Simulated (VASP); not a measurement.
# ScSi2 (P6/mmm) in VASP: further runs, part 2 of 2

VASP 6.6.1. The steps go on from the part before.

**3. Relaxation of shape and atoms at fixed volume, PBE (18.25 Å³/atom)**

This run uses another cell than the first one, of 18.25 Å³/atom.

File INCAR:

```
ALGO = Normal ; EDIFF = 1E-6
EDIFFG = -0.01 ; ENCUT = 600
GGA = PE ; IBRION = 2
ISIF = 4 ; ISMEAR = 0
LASPH = True ; LCHARG = False
LREAL = False ; LWAVE = False
NELM = 80 ; NSW = 60
PREC = Accurate ; SIGMA = 0.05
```

File KPOINTS:

```
k-points
0
Gamma
  10 10 10
```

File POSCAR:

```
ScSi2
1.0
    4.1149861100      0.0000000000      0.0000000000
   -2.0574930550      3.5636825075      0.0000000000
    0.0000000000      0.0000000000      3.7326651549
Sc Si
1 2
Direct
    0.0000000000      0.0000000000      0.0000000000
    0.3333333333      0.6666666667      0.5000000000
    0.6666666667      0.3333333333      0.5000000000
```

Potentials or basis: VASP PAW PBE potentials, release 64 (Sc_sv, Si).

On the command line:

```console
> cat potpaw_PBE.64/Sc_sv/POTCAR potpaw_PBE.64/Si/POTCAR > POTCAR
> mpirun -np 1 vasp_std > vasp.out
```

OUTCAR:

```text
EDIFF = 1E-6
   EDIFFG = -0.01
   ENCUT = 600
   GGA = PE
   IBRION = 2
   ISIF = 4
   ISMEAR = 0
   LASPH = True
   LREAL = False
   NELM = 80
   NSW = 60
   PREC = Accurate

 ion  position               nearest neighbor table
   1  0.000  0.000  0.000-   2 3.02   3 3.02   2 3.02   3 3.02   3 3.02   3 3.02   2 3.02   2 3.02
                             3 3.02   3 3.02   2 3.02   2 3.02
   2  0.333  0.667  0.500-   3 2.38   3 2.38   3 2.38   1 3.02   1 3.02   1 3.02   1 3.02   1 3.02
                             1 3.02
   3  0.667  0.333  0.500-   2 2.38   2 2.38   2 2.38   1 3.02   1 3.02   1 3.02   1 3.02   1 3.02
                             1 3.02

  LATTYP: Found a hexagonal cell.
 ALAT       =     4.1149861100
 C/A-ratio  =     0.9070905843

  Lattice vectors:

 A1 = (   4.1149861100,   0.0000000000,   0.0000000000)
 A2 = (  -2.0574930550,   3.5636825075,   0.0000000000)
 A3 = (   0.0000000000,   0.0000000000,   3.7326651549)

Analysis of symmetry for initial positions (statically):
=====================================================================
 Subroutine PRICEL returns:
 Original cell was already a primitive cell.

 Routine SETGRP: Setting up the symmetry group for a
 hexagonal supercell.

 Subroutine GETGRP returns: Found 24 space group operations
 (whereof 24 operations were pure point group operations)
 out of a pool of 24 trial point group operations.
[... 240 lines left out ...]

 number of electron      19.0000001 magnetization

 Free energy of the ion-electron system (eV)
  ---------------------------------------------------
  ext. energy  EPLUGINS =         0.00000000
  ---------------------------------------------------
  free energy    TOTEN  =       -18.15696715 eV

  energy without entropy =      -18.15523565  energy(sigma->0) =      -18.15610140

 E-fermi :   7.0732     XC(G=0): -10.4478

 val. band max:        7.0452738340   @ k =   0.0000   0.0000   0.5000
 cond. band min:       7.0921192118   @ k =   0.1000  -0.0000   0.2000
 fundamental gap:      0.0468453778
 Fermi energy:         7.0732080275

 k-point     1 :       0.0000    0.0000    0.0000
  band No.  band energies     occupation
      1     -42.9221      2.00000
      2     -21.5606      2.00000
      3     -21.5606      2.00000
      4     -21.4979      2.00000
      5      -4.9973      2.00000
      6       3.7536      2.00000
      7       3.7536      2.00000
      8       5.4066      2.00000
      9       5.7499      2.00000
     10       6.1387      2.00000
     11       7.8471      0.00000
     12       7.8471      0.00000
     13       8.6485      0.00000
[... 354 lines left out ...]
  band No.  band energies     occupation
      1     -42.9198      2.00000
      2     -21.5927      2.00000
      3     -21.5700      2.00000
      4     -21.4993      2.00000
      5      -2.8710      2.00000
      6      -1.3086      2.00000
      7       2.4097      2.00000
      8       5.2381      2.00000
      9       5.3927      2.00000
     10       7.4262      0.00000
     11       8.4973      0.00000
     12       8.7010      0.00000
     13       8.9090      0.00000

 [... further k-points ...]

------------------------ aborting loop because EDIFF is reached ----------------------------------------

  FORCE on cell =-STRESS in cart. coord.  units (eV):
  Direction    XX          YY          ZZ          XY          YZ          ZX
  --------------------------------------------------------------------------------------
  -------------------------------------------------------------------------------------
  Total       -1.7711209     -1.7711209     -1.7705866      0.0000000      0.0000000      0.0000000
  in kB      -51.8408806    -51.8408806    -51.8252416      0.0000000      0.0000000      0.0000000
  external PRESSURE =     -51.8356676 kB  Pullay stress =       0.0000000 kB
[... 18 lines left out ...]
  FREE ENERGIE OF THE ION-ELECTRON SYSTEM (eV)
  ---------------------------------------------------
  free  energy   TOTEN  =       -18.1569671527 eV

  energy  without entropy=      -18.1552356507  energy(sigma->0) =      -18.15610140

 reached required accuracy - stopping structural energy minimisation
```

CONTCAR:

```text
ScSi2
   1.00000000000000
     4.1074979386232933    0.0000000000000000    0.0000000000000000
    -2.0537489693116466    3.5571975608577802    0.0000000000000000
     0.0000000000000000   -0.0000000000000000    3.7462872258887412
  Sc              Si
     1     2
Direct
     0.0000000000000000    0.0000000000000000    0.0000000000000000
     0.3333333332999970    0.6666666667000030    0.5000000000000000
     0.6666666667000030    0.3333333332999970    0.5000000000000000

  0.00000000E+00  0.00000000E+00  0.00000000E+00
  0.00000000E+00  0.00000000E+00  0.00000000E+00
  0.00000000E+00  0.00000000E+00  0.00000000E+00
```

It took 55 s on 1 thread of Intel Xeon 6975P-C (Granite Rapids), shared host; peak memory 0.24 GiB.

Results:

| Property | Result |
| --- | --- |
| Free energy | -18.1570 eV |
| Energy gained by relaxing | 0.1 meV/atom |
| Ionic steps | 3 |
| Pressure after relaxing | -5.2 GPa |
| Band gap on the k mesh | zero (an odd number of electrons rules out a gap without spin polarisation) |

The path:
```
step  energy change (eV)  largest force (eV/Å)  pressure (GPa)  volume (Å³)
   1              0.0000                0.0000           -5.23        54.74
   2             -0.0003                0.0000           -5.20        54.74
   3             -0.0004                0.0000           -5.18        54.74
```

Final structure:
```
Sc Si
1.0
     4.10750    0.00000    0.00000
    -2.05375    3.55720    0.00000
     0.00000    0.00000    3.74629
Sc Si
1 2
Cartesian
  0.0000 0.0000 0.0000
  0.0000 2.3715 1.8731
  2.0537 1.1857 1.8731
```

Caveat: an odd number of electrons without spin polarisation forces a metal; a magnetic or distorted state may lie lower.

**4. Relaxation of shape and atoms at fixed volume, PBE (18.76 Å³/atom)**

This run uses another cell than the first one, of 18.76 Å³/atom.

File INCAR:

```
PREC = Accurate ; ENCUT = 600
EDIFF = 1E-6 ; ISMEAR = 0
SIGMA = 0.05 ; LREAL = False
LASPH = True ; NELM = 100
ALGO = Normal ; ISIF = 4
LWAVE = False ; LCHARG = False
GGA = PE ; IBRION = 2
NSW = 60 ; EDIFFG = -0.01
```

File KPOINTS:

```
Automatic mesh
0
Gamma
  10 10 10
```

File POSCAR:

```
ScSi2
1.0
    4.1482703589      0.0000000000      0.0000000000
   -2.0741351795      3.5925075126      0.0000000000
    0.0000000000      0.0000000000      3.7759877842
Sc Si
1 2
Direct
    0.0000000000      0.0000000000      0.0000000000
    0.3333333333      0.6666666667      0.5000000000
    0.6666666667      0.3333333333      0.5000000000
```

On the command line:

```console
> cat potpaw_PBE.64/Sc_sv/POTCAR potpaw_PBE.64/Si/POTCAR > POTCAR
> mpirun -np 1 vasp_std > vasp.out
```

Run time: 56 s. Hardware: 1 thread of Intel Xeon 6975P-C (Granite Rapids), shared host; peak memory 0.24 GiB.

The run converged. Its results:

```
Free energy               : -18.0991 eV
Energy gained by relaxing : 0.1 meV/atom
Ionic steps               : 3
Pressure after relaxing   : -6.9 GPa
Band gap on the k mesh    : zero (an odd number of electrons rules out a gap without spin polarisation)
```

The path:
| step | energy change (eV) | largest force (eV/Å) | pressure (GPa) | volume (Å³) |
| --- | --- | --- | --- | --- |
| 1 | 0.0000 | 0.0000 | -6.93 | 56.27 |
| 2 | -0.0002 | 0.0000 | -6.90 | 56.27 |
| 3 | -0.0003 | 0.0000 | -6.88 | 56.27 |

Final structure:
```yaml
crystal:
  lattice:
    - [4.14150, 0.00000, 0.00000]
    - [-2.07075, 3.58664, 0.00000]
    - [0.00000, 0.00000, 3.78835]
  atoms:
    - { symbol: Sc, position: [0.00000, 0.00000, 0.00000] }
    - { symbol: Si, position: [0.33333, 0.66667, 0.50000] }
    - { symbol: Si, position: [0.66667, 0.33333, 0.50000] }
```

Levels at points of the mesh, in eV from the Fermi level:
| k point | band 8 | band 9 | band 10 | band 11 | band 12 | band 13 |
| --- | --- | --- | --- | --- | --- | --- |
| (0.00, 0.00, 0.00) | -1.67 | -1.41 | -0.87 | 0.79 | 0.79 | 1.52 |
| (0.50, 0.00, 0.00) | -2.44 | -1.54 | 1.11 | 1.53 | 1.55 | 1.78 |
| (0.00, 0.00, 0.50) | -2.21 | -1.04 | -1.04 | -0.22 | 0.35 | 0.35 |
| (0.50, 0.00, 0.50) | -3.69 | -3.12 | -0.49 | 1.88 | 2.12 | 2.53 |

Caveat: an odd number of electrons without spin polarisation forces a metal; a magnetic or distorted state may lie lower.

**5. Overview**

```tsv
cell	gap on the mesh (eV)	pressure (GPa)
relaxed from a = 4.081, b = 4.081, c = 3.689 Å, angles 90.0, 90.0, 120.0°, 3 atoms	none	-3.2
relaxed from a = 4.115, b = 4.115, c = 3.733 Å, angles 90.0, 90.0, 120.0°, 3 atoms	none	-5.2
relaxed from a = 4.148, b = 4.148, c = 3.776 Å, angles 90.0, 90.0, 120.0°, 3 atoms	none	-6.9
```

Alike in all rows: task relaxation of shape and atoms at fixed volume; level PBE; potentials or basis VASP PAW PBE potentials, release 64 (Sc_sv, Si); no spin polarisation; k mesh 10 × 10 × 10; cutoff (eV) 600; smearing gaussian 0.05 eV.

Caveats: an odd number of electrons without spin polarisation forces a metal; a magnetic or distorted state may lie lower.

Total energies depend on the potentials used, so only differences within one code and one set of settings carry meaning.

The gap in the log of VASP goes by the Fermi energy; the results here count the filled bands.